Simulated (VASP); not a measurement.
## Ba: single point with LDA

Crystal: Ba.

```
Ba
1.0
     1.95500   -3.65000   -0.00912
     1.95500    3.65000    0.00912
     0.00000    0.01425    5.70000
Ba
1
Direct
  0.00000 0.00000 0.00000
```

This cell differs from its parent crystal: strain +0.0050 x Voigt [0, 0, 0, 1, 0, 0].

```json
{
 "Program": "VASP 6.6.1",
 "Task": "single point",
 "Functional": "LDA",
 "Potentials or basis": "VASP PAW LDA potentials, release 64 (Ba_sv)",
 "Cutoff": "520 eV",
 "k mesh": "14 × 14 × 8",
 "Occupations": "gaussian, width 0.15 eV",
 "Spin": "no spin polarisation"
}
```

```json
{"Pressure": "-0.3 GPa", "Band gap on the k mesh": "zero (bands 5 and 6 overlap by 1.09 eV)"}
```

Stress tensor (GPa, compression positive):
```
 1.39  0.00  0.00
 0.00 -0.07  0.01
 0.00  0.01 -2.30
```

Levels at points of the mesh, in eV from the Fermi level:
```
           k point  band 1  band 2  band 3  band 4  band 5  band 6  band 7  band 8  band 9  band 10
(0.00, 0.00, 0.00)  -29.07  -14.34  -13.86  -13.77   -2.37   -0.05    1.44    2.41    3.11     3.93
(0.50, 0.00, 0.00)  -28.97  -14.69  -14.19  -14.04   -0.77    0.57    1.35    1.81    3.16     5.46
(0.50, 0.50, 0.00)  -29.00  -14.58  -14.23  -13.90   -0.76    0.58    1.08    1.45    3.64     5.50
(0.00, 0.00, 0.50)  -29.07  -14.36  -13.86  -13.77   -1.79   -0.11    1.47    2.04    2.44     3.73
(0.50, 0.00, 0.50)  -28.97  -14.69  -14.21  -14.04   -0.62   -0.18    2.85    2.94    3.06     3.14
(0.50, 0.50, 0.50)  -29.00  -14.58  -14.25  -13.90   -0.60   -0.24    2.61    2.64    2.93     3.39
```

Run time: 110 s on 1 thread of Intel(R) Xeon(R) 6975P-C (Granite Rapids), with other jobs on the host, peak memory 0.46 GiB.

Caveat: the cell differs from its parent crystal (strain +0.0050 x Voigt [0, 0, 0, 1, 0, 0]); spin-orbit coupling is left out, which moves the levels of the heavy elements.
